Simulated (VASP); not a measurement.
A run of VASP 6.6.1:

Contents of INCAR:

```
ALGO = Normal
EDIFF = 1E-6
ENCUT = 520
GGA = PS
ISIF = 2
ISMEAR = 0
LASPH = T
LCHARG = T
LELF = T
LREAL = F
LVHAR = T
LWAVE = F
NBANDS = 13
NELM = 100
PREC = Accurate
SIGMA = 0.1
```

The input KPOINTS:

```
k-points
0
Gamma
  16 16 16
```

POSCAR

```
HfH2
1.0
   -1.7321345774      1.7321345774      2.1188358270
    1.7321345774     -1.7321345774      2.1188358270
    1.7321345774      1.7321345774     -2.1188358270
Hf H
1 2
Direct
    0.0000000000      0.0000000000      0.0000000000
    0.7500000000      0.2500000000      0.5000000000
    0.2500000000      0.7500000000      0.5000000000
```

Potentials or basis: VASP PAW PBE potentials, release 64 (Hf_pv, H).

The run is started by

```bash
$ cat potpaw_PBE.64/Hf_pv/POTCAR potpaw_PBE.64/H/POTCAR > POTCAR
$ mpirun -np 1 vasp_std > vasp.out
```

Hardware: 1 thread of Intel(R) Xeon(R) 6975P-C (Granite Rapids), on a shared host.

Problem. Estimate the wall time of this run.

Solution. Run time: 27 s on 1 thread of Intel(R) Xeon(R) 6975P-C (Granite Rapids) (shared host), peak memory 0.24 GiB. Counts: scf iterations 12, k points 349.
